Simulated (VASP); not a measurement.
Input of a VASP 6.6.1 run:

File INCAR:

```
PREC = Accurate ; ENCUT = 520
EDIFF = 1E-6 ; ISMEAR = 0
SIGMA = 0.1 ; LREAL = F
LASPH = T ; NELM = 150
ALGO = Normal ; ISIF = 2
LWAVE = F ; LCHARG = T
ISPIN = 2 ; MAGMOM = 0 0.42 0 0 0
LORBIT = 11 ; LMAXMIX = 4
GGA = PE ; LELF = T
LVHAR = T ; NBANDS = 32
```

KPOINTS

```
regular mesh
0
Gamma
  10 10 10
```

The input POSCAR:

```
SrVO3
1.0
    3.8588620852      0.0000000000      0.0000000000
    0.0000000000      3.8588620852      0.0000000000
    0.0000000000      0.0000000000      3.8588620852
Sr V O
1 1 3
Direct
    0.5000000000      0.5000000000      0.5000000000
    0.0000000000      0.0000000000      0.0000000000
    0.5000000000      0.0000000000      0.0000000000
    0.0000000000      0.5000000000      0.0000000000
    0.0000000000      0.0000000000      0.5000000000
```

Potentials or basis: VASP PAW PBE potentials, release 64 (Sr_sv, V_sv, O).

The run is started by

```console
$ cat potpaw_PBE.64/Sr_sv/POTCAR potpaw_PBE.64/V_sv/POTCAR potpaw_PBE.64/O/POTCAR > POTCAR
$ mpirun -np 1 vasp_std > vasp.out
```

Problem. Predict the site moments.

Solution. Sr +0.00; V +0.32; O -0.00 μB.

Problem. What does it give for the pressure?

Solution. 0.9 GPa.

Problem. Predict the net moment.

Solution. 0.34 μB per cell.

Caveat: a moment this small can come from the mesh or the smearing.
